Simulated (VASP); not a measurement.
Set up this calculation in VASP 6.6.1, as the native input.

- Task: single point
- Functional: PBEsol
- Potentials or basis: VASP PAW PBE potentials, release 64 (Ga_d)
- Cutoff: 520 eV
- k mesh: 20 × 20 × 20
- Occupations: gaussian, width 0.1 eV
- Spin: no spin polarisation
- Dipole correction: no
- Further INCAR settings: ALGO = Normal; EDIFF = 1e-07; NBANDS = 12

The structure of Ga lies in POSCAR:

```
Ga
1.0
   -1.4989946400      1.4989946400      2.1792041400
    1.4989946400     -1.4989946400      2.1792041400
    1.4989946400      1.4989946400     -2.1792041400
Ga
1
Direct
    0.0000000000      0.0000000000      0.0000000000
```

This cell differs from its parent crystal: strained.

These files were run (other wordings do the same):

INCAR

```
SYSTEM = Ga
PREC = Accurate ; ENCUT = 520
EDIFF = 1E-7 ; ISMEAR = 0
SIGMA = 0.1 ; LREAL = .FALSE.
LASPH = .TRUE. ; NELM = 100
ALGO = Normal ; ISIF = 2
LWAVE = .FALSE. ; LCHARG = .FALSE.
GGA = PS ; NBANDS = 12
```

KPOINTS

```
regular mesh
0
G
  20 20 20
  0 0 0
```

Potentials or basis: VASP PAW PBE potentials, release 64 (Ga_d).

Launch:

```bash
$ cat potpaw_PBE.64/Ga_d/POTCAR > POTCAR
$ mpirun -np 1 vasp_std > vasp.out
```

It gave:

The pressure is -4.7 GPa.

Caveat: the cell differs from its parent crystal (strained); the PAW data sets were made with another functional, which shifts forces and pressure a little.

It took 31 s on 1 thread of Intel(R) Xeon(R) 6975P-C (Granite Rapids) (shared host), peak memory 0.26 GiB.
